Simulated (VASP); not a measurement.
# Ca3Mg (Pm-3m) in VASP: a series of runs, part 2 of 2

VASP 6.6.1. The steps go on from the part before.

## (3) Relaxation of cell and atoms, LDA, target pressure 6 GPa, at which the enthalpy is minimised

INCAR reads:

```
PREC = Accurate
ENCUT = 600
EDIFF = 1E-6
ISMEAR = -1
SIGMA = 0.1
LREAL = False
LASPH = True
NELM = 80
ALGO = Normal
ISIF = 3
LWAVE = False
LCHARG = False
GGA = CA
IBRION = 2
NSW = 80
EDIFFG = -0.01
PSTRESS = 60.0
```

KPOINTS reads:

```
Automatic mesh
0
Gamma
  5 5 5
```

POSCAR reads:

```
Ca3Mg
1.0
    5.2888130000      0.0000000000      0.0000000000
    0.0000000000      5.2888130000      0.0000000000
    0.0000000000      0.0000000000      5.2888130000
Ca Mg
3 1
Direct
    0.5000000000      0.5000000000      0.0000000000
    0.0000000000      0.5000000000      0.5000000000
    0.5000000000      0.0000000000      0.5000000000
    0.0000000000      0.0000000000      0.0000000000
```

Potentials or basis: VASP PAW LDA potentials, release 64 (Ca_sv, Mg).

The run is started by

```sh
cat potpaw_LDA.64/Ca_sv/POTCAR potpaw_LDA.64/Mg/POTCAR > POTCAR
mpirun -np 1 vasp_std > vasp.out
```

OUTCAR:

```text
PREC = Accurate
   ENCUT = 600
   EDIFF = 1E-6
   ISMEAR = -1
   LREAL = False
   LASPH = True
   NELM = 80
   ISIF = 3
   GGA = CA
   IBRION = 2
   NSW = 80
   EDIFFG = -0.01
   PSTRESS = 60.0

 ion  position               nearest neighbor table
   1  0.500  0.500  0.000-
   2  0.000  0.500  0.500-
   3  0.500  0.000  0.500-
   4  0.000  0.000  0.000-

  LATTYP: Found a simple cubic cell.
 ALAT       =     5.2888130000

  Lattice vectors:

 A1 = (   5.2888130000,   0.0000000000,   0.0000000000)
 A2 = (   0.0000000000,   5.2888130000,   0.0000000000)
 A3 = (   0.0000000000,   0.0000000000,   5.2888130000)

Analysis of symmetry for initial positions (statically):
=====================================================================
 Subroutine PRICEL returns:
 Original cell was already a primitive cell.

 Routine SETGRP: Setting up the symmetry group for a
 simple cubic supercell.

 Subroutine GETGRP returns: Found 48 space group operations
 (whereof 48 operations were pure point group operations)
 out of a pool of 48 trial point group operations.

The static configuration has the point symmetry O_h .

Analysis of symmetry for dynamics (positions and initial velocities):
=====================================================================
 Subroutine PRICEL returns:
 Original cell was already a primitive cell.

 Routine SETGRP: Setting up the symmetry group for a
 simple cubic supercell.

 Subroutine GETGRP returns: Found 48 space group operations
 (whereof 48 operations were pure point group operations)
 out of a pool of 48 trial point group operations.

The dynamic configuration has the point symmetry O_h .

 Subroutine INISYM returns: Found 48 space group operations
 (whereof 48 operations are pure point group operations),
 and found     1 'primitive' translations

----------------------------------------------------------------------------------------

                                     Primitive cell

  volume of cell :     147.9363

  direct lattice vectors                    reciprocal lattice vectors
     5.288813000  0.000000000  0.000000000     0.189078343  0.000000000  0.000000000
     0.000000000  5.288813000  0.000000000     0.000000000  0.189078343  0.000000000
     0.000000000  0.000000000  5.288813000     0.000000000  0.000000000  0.189078343

  length of vectors
     5.288813000  5.288813000  5.288813000     0.189078343  0.189078343  0.189078343

  position of ions in fractional coordinates (direct lattice)
     0.500000000  0.500000000  0.000000000
     0.000000000  0.500000000  0.500000000
     0.500000000  0.000000000  0.500000000
     0.000000000  0.000000000  0.000000000

  ion indices of the primitive-cell ions
   primitive index   ion index
                 1           1
                 2           2
                 3           3
                 4           4

----------------------------------------------------------------------------------------

 KPOINTS: Automatic mesh

Automatic generation of k-mesh.
 Grid dimensions read from file:
 generate k-points for:    5    5    5

 Generating k-lattice:

  Cartesian coordinates                     Fractional coordinates (reciprocal lattice)
     0.037815669  0.000000000  0.000000000     0.200000000  0.000000000  0.000000000
     0.000000000  0.037815669  0.000000000     0.000000000  0.200000000  0.000000000
     0.000000000  0.000000000  0.037815669     0.000000000  0.000000000  0.200000000

  Length of vectors
     0.037815669  0.037815669  0.037815669

  Shift w.r.t. Gamma in fractional coordinates (k-lattice)
     0.000000000  0.000000000  0.000000000

 Subroutine IBZKPT returns following result:
 ===========================================

 Found     10 irreducible k-points:

 Following reciprocal coordinates:
            Coordinates               Weight
  0.000000  0.000000  0.000000      1.000000
  0.200000  0.000000  0.000000      6.000000
  0.400000  0.000000  0.000000      6.000000
  0.200000  0.200000  0.000000     12.000000
  0.400000  0.200000  0.000000     24.000000
  0.400000  0.400000  0.000000     12.000000
  0.200000  0.200000  0.200000      8.000000
  0.400000  0.200000  0.200000     24.000000
  0.400000  0.400000  0.200000     24.000000
  0.400000  0.400000  0.400000      8.000000
   k-points           NKPTS =     10   k-points in BZ     NKDIM =     10   number of bands    NBANDS=     20
   number of dos      NEDOS =    301   number of ions     NIONS =      4
   total plane-waves  NPLWV =  74088
   dimension x,y,z NGX =    42 NGY =   42 NGZ =   42
   dimension x,y,z NGXF=    84 NGYF=   84 NGZF=   84
   ions per type =               3   1
   NGX,Y,Z   is equivalent  to a cutoff of  13.20, 13.20, 13.20 a.u.
   NGXF,Y,Z  is equivalent  to a cutoff of  26.40, 26.40, 26.40 a.u.
 SYSTEM =  unknown system
   PREC   = accura    normal or accurate (medium, high low for compatibility)
   ISTART =      0    job   : 0-new  1-cont  2-samecut
   ICHARG =      2    charge: 1-file 2-atom 10-const
   ISPIN  =      1    spin polarized calculation?
   LNONCOLLINEAR =      F non collinear calculations
   LSORBIT =      F    spin-orbit coupling
   LASPH  =      T    aspherical Exc in radial PAW
   ENCUT  =  600.0 eV  44.10 Ry    6.64 a.u.  10.56 10.56 10.56*2*pi/ulx,y,z
   NELM   =     80;   NELMIN=  2; NELMDL= -5     # of ELM steps
   EDIFF  = 0.1E-05   stopping-criterion for ELM
   LREAL  =      F    real-space projection
   EDIFFG = -.1E-01   stopping-criterion for IOM
   NSW    =     80    number of steps for IOM
   IBRION =      2    ionic relax: 0-MD 1-quasi-New 2-CG
   NFREE  =      1    steps in history (QN), initial steepest desc. (CG)
   ISIF   =      3    stress and relaxation
   ISYM   =      2    0-nonsym 1-usesym 2-fastsym
   POTIM  = 0.5000    time-step for ionic-motion
   TEBEG  =    0.0;   TEEND  =   0.0 temperature during run
   PSTRESS=   60.0 pullay stress
   NELECT =      32.0000    total number of electrons
   NUPDOWN=      -1.0000    fix difference up-down
   EMIN   =  10.00;   EMAX   =-10.00  energy-range for DOS
   EFERMI =   0.00;   METHOD = LEGACY
   ISMEAR =    -1;   SIGMA  =   0.10  broadening in eV -4-tet -1-fermi 0-gaus
   EFERMI_NEDOS =   21; number of points for ismear=-14 and -15
   IALGO  =     38    algorithm
   IMIX   =      4    mixing-type and parameters
     AMIX     =   0.40;   BMIX     =  1.00
     AMIX_MAG =   1.60;   BMIX_MAG =  1.00
  volume/ion in A,a.u.               =      36.98       249.58
  Fermi-wavevector in a.u.,A,eV,Ry     =   0.982728  1.857086 13.139882  0.965754
  Thomas-Fermi vector in A             =   2.113832
   LORBIT       =      0    0 simple, 1 ext, 2 COOP (PROOUT), +10 PAW based schemes
   GGA     = CA    functional components
   LHFCALC =     F    Hartree Fock is set to
   AEXX    =    0.0000 exact exchange contribution
   IVDW    =     0    specifies the selected vdW correction
   LEPSILON=     F    determine dielectric tensor
   LRPA    =     F    only Hartree local field effects (RPA)
 conjugate gradient relaxation of ions
 non-spin polarized calculation
  energy-cutoff  :      600.00
  volume of cell :      147.94
 maximum number of plane-waves:      4973
 NGX is ok and might be reduce to    42
   NGX = 21   NGY = 21   NGZ = 21

--------------------------------------- Ionic step        1  -------------------------------------------

 number of electron      31.9999991 magnetization

 Free energy of the ion-electron system (eV)
  ---------------------------------------------------
  ext. energy  EPLUGINS =         0.00000000
  ---------------------------------------------------
  free energy    TOTEN  =        -8.57195885 eV

  energy without entropy =       -8.41350404  energy(sigma->0) =       -8.49273145

------------------------ aborting loop because EDIFF is reached ----------------------------------------

  FORCE on cell =-STRESS in cart. coord.  units (eV):
  Direction    XX          YY          ZZ          XY          YZ          ZX
  --------------------------------------------------------------------------------------
  -------------------------------------------------------------------------------------
  Total       -2.0263868     -2.0263868     -2.0263868      0.0000000     -0.0000000      0.0000000
  in kB      -21.9461480    -21.9461480    -21.9461480      0.0000000     -0.0000000      0.0000000
  external PRESSURE =     -81.9461480 kB  Pullay stress =      60.0000000 kB
[... 65 lines left out ...]
  enthalpy is  TOTEN    =        -4.2138816130 eV   P V=        4.1575670181

--------------------------------------- Ionic step        3  -------------------------------------------

 number of electron      31.9999996 magnetization

 Free energy of the ion-electron system (eV)
  ---------------------------------------------------
  ext. energy  EPLUGINS =         0.00000000
  ---------------------------------------------------
  free energy    TOTEN  =        -8.32784459 eV

  energy without entropy =       -8.17896509  energy(sigma->0) =       -8.25340484

 E-fermi :   3.1524     XC(G=0):  -9.1553

 val. band max:        3.1245165083   @ k =   0.4000   0.2000   0.2000
 cond. band min:       3.2138604654   @ k =   0.4000   0.4000   0.2000
 fundamental gap:      0.0893439570
 Fermi energy:         3.1523935028

 k-point     1 :       0.0000    0.0000    0.0000
  band No.  band energies     occupation
      1     -37.5739      2.00000
      2     -37.4793      2.00000
      3     -37.4793      2.00000
      4     -19.0888      2.00000
      5     -19.0888      2.00000
      6     -19.0888      2.00000
[... 12 lines left out ...]
     19       3.8993      0.00114
[... 237 lines left out ...]
  FREE ENERGIE OF THE ION-ELECTRON SYSTEM (eV)
  ---------------------------------------------------
  free  energy   TOTEN  =        -8.3278445863 eV

  energy  without entropy=       -8.1789650932  energy(sigma->0) =       -8.25340484

  enthalpy is  TOTEN    =        -4.2160219714 eV   P V=        4.1118226149

 reached required accuracy - stopping structural energy minimisation
```

It took 36 s on 1 thread of Intel Xeon 6975P-C (Granite Rapids), shared host; peak memory 0.23 GiB.

Results:

```yaml
Free_energy: -8.3278 eV
Relaxed_volume: 27.45 Å³/atom
Relaxed_cell: a = 4.788 Å, b = 4.788 Å, c = 4.788 Å, α = 90.00°, β = 90.00°, γ = 90.00°
Space_group_after_relaxing_to_0.1_Å: Pm-3m (No. 221)
Energy_change_on_relaxing_the_run_minimises_the_enthalpy: +61.0 meV/atom
Ionic_steps: 3
Pressure_after_relaxing: 5.9 GPa
Band_gap_on_the_k_mesh: zero (bands 16 and 17 overlap by 0.45 eV)
```

The path:
```tsv
step	energy change (eV)	largest force (eV/Å)	pressure (GPa)	volume (Å³)
1	0.0000	0.0000	-2.19	147.94
2	0.2005	0.0000	5.50	111.02
3	0.2441	0.0000	5.95	109.80
```

Final structure:
```
CELL_PARAMETERS angstrom
4.78848 0.00000 0.00000
0.00000 4.78848 0.00000
0.00000 0.00000 4.78848
ATOMIC_POSITIONS crystal
Ca 0.50000 0.50000 0.00000
Ca 0.00000 0.50000 0.50000
Ca 0.50000 0.00000 0.50000
Mg 0.00000 0.00000 0.00000
```

Caveat: the cell is relaxed towards a set pressure, so the run minimises the enthalpy, not the energy; the volume moved by over 15 % at a fixed basis, so the end points are rough.

## (4) Relaxation of cell and atoms, LDA, target pressure 8 GPa, at which the enthalpy is minimised

INCAR reads:

```
SYSTEM = Ca3Mg
PREC = Accurate
ENCUT = 600
EDIFF = 1E-6
ISMEAR = -1
SIGMA = 0.1
LREAL = .FALSE.
LASPH = .TRUE.
NELM = 60
ALGO = Normal
ISIF = 3
LWAVE = .FALSE.
LCHARG = .FALSE.
GGA = CA
IBRION = 2
NSW = 80
EDIFFG = -0.01
PSTRESS = 80.0
```

KPOINTS reads:

```
Automatic mesh
0
G
  5 5 5
  0 0 0
```

POSCAR is that of step 3.

The run is started by

```sh
cat potpaw_LDA.64/Ca_sv/POTCAR potpaw_LDA.64/Mg/POTCAR > POTCAR
mpirun -np 1 vasp_std > vasp.out
```

Run time: 40 s. Hardware: 1 thread of Intel Xeon 6975P-C (Granite Rapids), shared host; peak memory 0.24 GiB.

The run converged. Its results:

```
Free energy                                                : -8.1075 eV
Relaxed volume                                             : 26.18 Å³/atom
Relaxed cell                                               : a = 4.714 Å, b = 4.714 Å, c = 4.714 Å, α = 90.00°, β = 90.00°, γ = 90.00°
Space group after relaxing (to 0.1 Å)                      : Pm-3m (No. 221)
Energy change on relaxing (the run minimises the enthalpy) : +116.1 meV/atom
Ionic steps                                                : 3
Pressure after relaxing                                    : 8.1 GPa
Band gap on the k mesh                                     : zero (bands 16 and 17 overlap by 0.46 eV)
```

Step by step:
| step | energy change (eV) | largest force (eV/Å) | pressure (GPa) | volume (Å³) |
| --- | --- | --- | --- | --- |
| 1 | 0.0000 | 0.0000 | -2.19 | 147.94 |
| 2 | 0.5532 | 0.0000 | 8.85 | 103.05 |
| 3 | 0.4645 | 0.0000 | 8.06 | 104.74 |

Final structure:
```cif
data_structure
_symmetry_space_group_name_H-M 'P 1'
_symmetry_Int_Tables_number 1
_cell_length_a 4.7137
_cell_length_b 4.7137
_cell_length_c 4.7137
_cell_angle_alpha 90.000
_cell_angle_beta 90.000
_cell_angle_gamma 90.000
_cell_volume 104.74
loop_
_atom_site_label
_atom_site_type_symbol
_atom_site_fract_x
_atom_site_fract_y
_atom_site_fract_z
_atom_site_occupancy
Ca1 Ca 0.50000 0.50000 0.00000 1
Ca2 Ca 0.00000 0.50000 0.50000 1
Ca3 Ca 0.50000 0.00000 0.50000 1
Mg1 Mg 0.00000 0.00000 0.00000 1
```

Levels at points of the mesh, in eV from the Fermi level:
```csv
k point,band 12,band 13,band 14,band 15,band 16,band 17,band 18,band 19,band 20
"(0.00, 0.00, 0.00)",-21.72,-5.19,-1.45,-0.16,-0.16,0.71,0.71,0.71,1.59
```

Caveat: the cell is relaxed towards a set pressure, so the run minimises the enthalpy, not the energy; the volume moved by over 15 % at a fixed basis, so the end points are rough.

## (5) Overview

```csv
cell,gap on the mesh (eV),pressure (GPa)
relaxed to 4 GPa,none,4.0
relaxed to 6 GPa,none,5.9
relaxed to 8 GPa,none,8.1
```

Alike in all rows: task relaxation of cell and atoms; level LDA; potentials or basis VASP PAW LDA potentials, release 64 (Ca_sv, Mg); no spin polarisation; k mesh 5 × 5 × 5; cutoff (eV) 600; smearing fermi-dirac 0.1 eV.

Caveats: the cell is relaxed towards a set pressure, so the run minimises the enthalpy, not the energy; the volume moved by over 15 % at a fixed basis, so the end points are rough.

Absolute energies hang on the potentials; compare differences alone.
